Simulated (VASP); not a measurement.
A run of VASP 6.6.1:

Contents of INCAR:

```
ALGO = Normal
EDIFF = 1E-7
ENCUT = 520
ISIF = 2
ISMEAR = 0
LASPH = T
LCHARG = F
LREAL = F
LWAVE = F
NBANDS = 18
NELM = 100
PREC = Accurate
SIGMA = 0.05
```

The input KPOINTS:

```
k-points
0
Gamma
  9 9 6
```

Contents of POSCAR:

```
LiF
1.0
    3.2353356392      0.0000000000      0.0000000000
   -1.6176678196      2.8018828533      0.0000000000
    0.0000000000      0.0000000000      4.7404137786
Li F
2 2
Direct
    0.3333333333      0.6666666667      0.3839784076
    0.6666666667      0.3333333333      0.8839784076
    0.3333333333      0.6666666667      0.9910195924
    0.6666666667      0.3333333333      0.4910195924
```

Potentials or basis: VASP PAW LDA potentials, release 64 (Li_sv, F).

Run with:

```console
$ cat potpaw_LDA.64/Li_sv/POTCAR potpaw_LDA.64/F/POTCAR > POTCAR
$ mpirun -np 1 vasp_std > vasp.out
```

Hardware: 1 thread of Intel Xeon 8259CL (shared host).

Problem. How long does it take, and how much memory?

Solution. It took 34 s on 1 thread of Intel Xeon 8259CL, with other jobs on the host, peak memory 0.15 GiB. Counts: scf iterations 13, k points 48.
